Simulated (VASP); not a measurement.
# SnS3 (Fm-3m) in VASP: a series of runs

SnS3 is run at these levels: PBE; tasks: single point.

All numbers are computed with VASP 6.6.1; they aren't measurements. Logs are shortened: lines on timing, memory, paths and dates and some standing lists are left out, and cuts for length are marked.

### 1 The cell of the first run

The structure is cubic, space group Fm-3m (No. 225). The conventional cell has a = 6.686 Å, b = 6.686 Å, c = 6.686 Å, α = 90.00°, β = 90.00°, γ = 90.00°. Sn (site symmetry m-3m) has 14 S at 2.90 to 3.34 Å within 3.8 Å. Within 3.8 Å of S (site symmetry m-3m) lie 8 S at 2.90 Å and 6 Sn at 3.34 Å. Within 3.8 Å of S (site symmetry -43m) lie 4 Sn at 2.90 Å and 10 S at 2.90 to 3.34 Å.

### 2 Single point, PBE

Input file INCAR:

```
SYSTEM = SnS3
ALGO = Normal
EDIFF = 1E-6
ENCUT = 520
GGA = PE
ISIF = 2
ISMEAR = -1
LASPH = .True.
LCHARG = .False.
LREAL = .False.
LWAVE = .False.
NBANDS = 24
NELM = 80
PREC = Accurate
SIGMA = 0.02
```

Input file KPOINTS:

```
k-points
0
Gamma
  6 6 6
  0 0 0
```

Input file POSCAR:

```
SnS3
1.0
    0.0000000000      3.3429123374      3.3429123374
    3.3429123374      0.0000000000      3.3429123374
    3.3429123374      3.3429123374      0.0000000000
Sn S
1 3
Direct
    0.0000000000      0.0000000000      0.0000000000
    0.5000000000      0.5000000000      0.5000000000
    0.2500000000      0.2500000000      0.2500000000
    0.7500000000      0.7500000000      0.7500000000
```

Potentials or basis: VASP PAW PBE potentials, release 64 (Sn_d, S).

Run with:

```
cat potpaw_PBE.64/Sn_d/POTCAR potpaw_PBE.64/S/POTCAR > POTCAR
mpirun -np 1 vasp_std > vasp.out
```

OUTCAR:

```text
SYSTEM = SnS3
   EDIFF = 1E-6
   ENCUT = 520
   GGA = PE
   ISIF = 2
   ISMEAR = -1
   LASPH = .True.
   LREAL = .False.
   NELM = 80
   PREC = Accurate

 ion  position               nearest neighbor table
   1  0.000  0.000  0.000-   3 2.90   4 2.90   4 2.90   4 2.90   4 2.90   3 2.90   3 2.90   3 2.90

   2  0.500  0.500  0.500-
   3  0.250  0.250  0.250-   1 2.90   1 2.90   1 2.90   1 2.90
   4  0.750  0.750  0.750-   1 2.90   1 2.90   1 2.90   1 2.90

  LATTYP: Found a face centered cubic cell.
 ALAT       =     6.6858246748

  Lattice vectors:

 A1 = (   0.0000000000,   3.3429123374,   3.3429123374)
 A2 = (   3.3429123374,   0.0000000000,   3.3429123374)
 A3 = (   3.3429123374,   3.3429123374,   0.0000000000)

Analysis of symmetry for initial positions (statically):
=====================================================================
 Subroutine PRICEL returns:
 Original cell was already a primitive cell.

 Routine SETGRP: Setting up the symmetry group for a
 face centered cubic supercell.

 Subroutine GETGRP returns: Found 48 space group operations
 (whereof 48 operations were pure point group operations)
 out of a pool of 48 trial point group operations.

The static configuration has the point symmetry O_h .

Analysis of symmetry for dynamics (positions and initial velocities):
=====================================================================
 Subroutine PRICEL returns:
 Original cell was already a primitive cell.

 Routine SETGRP: Setting up the symmetry group for a
 face centered cubic supercell.

 Subroutine GETGRP returns: Found 48 space group operations
 (whereof 48 operations were pure point group operations)
 out of a pool of 48 trial point group operations.

The dynamic configuration has the point symmetry O_h .

 Subroutine INISYM returns: Found 48 space group operations
 (whereof 48 operations are pure point group operations),
 and found     1 'primitive' translations

----------------------------------------------------------------------------------------

                                     Primitive cell

  volume of cell :      74.7145

  direct lattice vectors                    reciprocal lattice vectors
     0.000000000  3.342912337  3.342912337    -0.149570180  0.149570180  0.149570180
     3.342912337  0.000000000  3.342912337     0.149570180 -0.149570180  0.149570180
     3.342912337  3.342912337  0.000000000     0.149570180  0.149570180 -0.149570180
[... 77 lines left out ...]
   ENCUT  =  520.0 eV  38.22 Ry    6.18 a.u.   8.79  8.79  8.79*2*pi/ulx,y,z
   NELM   =     80;   NELMIN=  2; NELMDL= -5     # of ELM steps
   EDIFF  = 0.1E-05   stopping-criterion for ELM
   LREAL  =      F    real-space projection
   EDIFFG = 0.1E-04   stopping-criterion for IOM
   NSW    =      0    number of steps for IOM
   IBRION =     -1    ionic relax: 0-MD 1-quasi-New 2-CG
   NFREE  =      0    steps in history (QN), initial steepest desc. (CG)
   ISIF   =      2    stress and relaxation
   ISYM   =      2    0-nonsym 1-usesym 2-fastsym
   POTIM  = 0.5000    time-step for ionic-motion
   TEBEG  =    0.0;   TEEND  =   0.0 temperature during run
   PSTRESS=    0.0 pullay stress
   NELECT =      32.0000    total number of electrons
   NUPDOWN=      -1.0000    fix difference up-down
   EMIN   =  10.00;   EMAX   =-10.00  energy-range for DOS
   EFERMI =   0.00;   METHOD = LEGACY
   ISMEAR =    -1;   SIGMA  =   0.02  broadening in eV -4-tet -1-fermi 0-gaus
   EFERMI_NEDOS =   21; number of points for ismear=-14 and -15
   IALGO  =     38    algorithm
   IMIX   =      4    mixing-type and parameters
     AMIX     =   0.40;   BMIX     =  1.00
     AMIX_MAG =   1.60;   BMIX_MAG =  1.00
  volume/ion in A,a.u.               =      18.68       126.05
  Fermi-wavevector in a.u.,A,eV,Ry     =   1.234023  2.331965 20.719118  1.522812
  Thomas-Fermi vector in A             =   2.368730
   LORBIT       =      0    0 simple, 1 ext, 2 COOP (PROOUT), +10 PAW based schemes
   GGA     = PE    functional components
   LHFCALC =     F    Hartree Fock is set to
   AEXX    =    0.0000 exact exchange contribution
   IVDW    =     0    specifies the selected vdW correction
   LEPSILON=     F    determine dielectric tensor
   LRPA    =     F    only Hartree local field effects (RPA)
 non-spin polarized calculation
  energy-cutoff  :      520.00
  volume of cell :       74.71
 maximum number of plane-waves:      2044
   NGX = 17   NGY = 17   NGZ = 17

 number of electron      32.0000007 magnetization

 Free energy of the ion-electron system (eV)
  ---------------------------------------------------
  ext. energy  EPLUGINS =         0.00000000
  ---------------------------------------------------
  free energy    TOTEN  =       -14.15486255 eV

  energy without entropy =      -14.14809251  energy(sigma->0) =      -14.15147753

 E-fermi :   7.4094     XC(G=0): -10.8369

 val. band max:        7.3234690605   @ k =  -0.3333   0.5000   0.1667
 cond. band min:       7.4122844567   @ k =  -0.1667   0.1667   0.0000
 fundamental gap:      0.0888153962
 Fermi energy:         7.4094312081

 k-point     1 :       0.0000    0.0000    0.0000
  band No.  band energies     occupation
      1     -14.0083      2.00000
      2     -14.0083      2.00000
      3     -14.0083      2.00000
      4     -13.9952      2.00000
      5     -13.9952      2.00000
      6      -7.8458      2.00000
[... 421 lines left out ...]
     23      15.6500      0.00000
     24      16.7433      0.00000

------------------------ aborting loop because EDIFF is reached ----------------------------------------

  FORCE on cell =-STRESS in cart. coord.  units (eV):
  Direction    XX          YY          ZZ          XY          YZ          ZX
  --------------------------------------------------------------------------------------
  -------------------------------------------------------------------------------------
  Total       -0.0417683     -0.0417683     -0.0417683      0.0000000      0.0000000      0.0000000
  in kB       -0.8956787     -0.8956787     -0.8956787      0.0000000      0.0000000      0.0000000
  external PRESSURE =      -0.8956787 kB  Pullay stress =       0.0000000 kB

 VOLUME and BASIS-vectors are now :
 -----------------------------------------------------------------------------
  energy-cutoff  :      520.00
  volume of cell :       74.71
      direct lattice vectors                 reciprocal lattice vectors
     0.000000000  3.342912337  3.342912337    -0.149570180  0.149570180  0.149570180
     3.342912337  0.000000000  3.342912337     0.149570180 -0.149570180  0.149570180
     3.342912337  3.342912337  0.000000000     0.149570180  0.149570180 -0.149570180

 POSITION                                       TOTAL-FORCE (eV/Angst)
 -----------------------------------------------------------------------------------
      0.00000      0.00000      0.00000        -0.000000      0.000000      0.000000
      3.34291      3.34291      3.34291        -0.000000      0.000000      0.000000
      1.67146      1.67146      1.67146         0.000000      0.000000     -0.000000
      5.01437      5.01437      5.01437        -0.000000     -0.000000      0.000000
 -----------------------------------------------------------------------------------
    total drift:                               -0.000000      0.000000      0.000000

  FREE ENERGIE OF THE ION-ELECTRON SYSTEM (eV)
  ---------------------------------------------------
  free  energy   TOTEN  =       -14.1548625476 eV

  energy  without entropy=      -14.1480925134  energy(sigma->0) =      -14.15147753
```

OSZICAR:

```text
N       E                     dE             d eps       ncg     rms          rms(c)
DAV:   1     0.259177932147E+03    0.25918E+03   -0.14669E+04   792   0.159E+03
DAV:   2     0.146341074168E+02   -0.24454E+03   -0.23027E+03   832   0.408E+02
DAV:   3    -0.132653896952E+02   -0.27899E+02   -0.26358E+02   928   0.114E+02
DAV:   4    -0.143355293323E+02   -0.10701E+01   -0.10638E+01   984   0.234E+01
DAV:   5    -0.143673719515E+02   -0.31843E-01   -0.31837E-01  1080   0.430E+00    0.105E+01
DAV:   6    -0.141662965758E+02    0.20108E+00   -0.31725E-01  1216   0.542E+00    0.645E+00
DAV:   7    -0.141604515405E+02    0.58450E-02   -0.93779E-02  1032   0.211E+00    0.239E+00
DAV:   8    -0.141552545165E+02    0.51970E-02   -0.19994E-02  1016   0.105E+00    0.432E-01
DAV:   9    -0.141547778370E+02    0.47668E-03   -0.37667E-03   976   0.526E-01    0.123E-01
DAV:  10    -0.141548426739E+02   -0.64837E-04   -0.47655E-04  1024   0.123E-01    0.758E-02
DAV:  11    -0.141548611940E+02   -0.18520E-04   -0.39421E-05   976   0.536E-02    0.329E-02
DAV:  12    -0.141548625800E+02   -0.13860E-05   -0.64748E-06  1032   0.282E-02    0.138E-02
DAV:  13    -0.141548625476E+02    0.32381E-07   -0.59901E-07   680   0.606E-03
   1 F= -.14154863E+02 E0= -.14151478E+02  d E =-.677003E-02
```

It took 27 s on 1 thread of Intel Xeon Platinum 8259CL at 2.50GHz (Skylake/Cascade Lake), shared host; peak memory 0.2 GiB.

Results:

```yaml
Free_energy: -14.1549 eV
Pressure: -0.1 GPa
Band_gap_on_the_k_mesh: zero (band 16 reaches 7.85 eV, above the bottom of band 17 at 5.58 eV)
```

Caveat: spin-orbit coupling is left out, which moves the levels of the heavy elements.

(Part 1 of 2 ends here.)
